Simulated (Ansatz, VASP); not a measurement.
## Two plane-wave programs on NbCrC3

```
Nb Cr C
1.0
     0.40532    3.91081    0.44609
    -0.19048    0.45211    3.38979
     7.82790    0.80480   -0.35161
Nb Cr C
2 2 6
Direct
  0.85281 0.87467 0.97163
  0.88040 0.96849 0.50709
  0.59763 0.54324 0.27319
  0.49445 0.46466 0.78092
  0.42504 0.53550 0.04091
  0.44849 0.67184 0.53450
  0.12649 0.65366 0.19375
  0.01380 0.30914 0.76377
  0.82896 0.99572 0.24506
  0.33193 0.98308 0.68917
```

Change from the starting cell: cell x2, atoms moved at random (sigma 0.15 Å) and cell strained at random (1.5 %), then relaxed without symmetry.

Alike in both runs: functional PBE; k mesh 6 × 6 × 4; occupations gaussian, width 0.2 eV; no spin polarisation.

Ansatz relaxed the structure, and its values are those at the end. VASP's run is a single point on that final structure, the one shown.

|  | VASP | Ansatz |
| --- | --- | --- |
| version | VASP 6.6.1 | Ansatz 0.2.0 |
| potentials or method | VASP PAW PBE potentials, release 64 (Nb_sv, Cr_pv, C), cutoff 520 eV | scalar-relativistic, plane waves, PAW |
| valence electrons in the cell | 74 | 78 |

```csv
,VASP,Ansatz,Ansatz less VASP
gap on the k mesh at the Fermi level (eV),none,none,-
pressure (GPa),0.1,0.0,-0.03
rms of the force components (eV/Å),0.018,0.006,-0.0112
```

A gap of «none» marks a metal or a gap that the smearing closes. The functional is the same, so the differences come from potentials, cutoffs and numerics. VASP's potentials hold 74 valence electrons a cell and Ansatz's 78, so a difference there can come from the potentials and not from the codes.
